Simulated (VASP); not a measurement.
InPd: single point with PBE

The system is InPd.

```
In Pd
1.0
     3.27188    0.00000    0.00000
     0.00000    3.27188    0.00000
     0.00000    0.00000    3.27188
In Pd
1 1
Direct
  0.00000 0.00000 0.00000
  0.50000 0.50000 0.50000
```

* Program: VASP 6.6.1
* Task: single point
* Functional: PBE
* Potentials or basis: VASP PAW PBE potentials, release 64 (In_d, Pd)
* Cutoff: 520 eV
* k mesh: 13 × 13 × 13
* Occupations: gaussian, width 0.1 eV
* Spin: no spin polarisation

```json
{"Pressure": "3.8 GPa"}
```

Levels at points of the mesh, in eV from the Fermi level:
```
           k point  band 8  band 9  band 10  band 11  band 12  band 13  band 14  band 15
(0.00, 0.00, 0.00)   -3.89   -2.35    -2.35    -2.35     4.15     4.15     4.15     9.36
```

Run time: 28 s on 1 thread of Intel(R) Xeon(R) Platinum 8259CL CPU @ 2.50GHz (Skylake/Cascade Lake) (shared host), peak memory 0.17 GiB.

Caveat: spin-orbit coupling is left out, which moves the levels of the heavy elements.
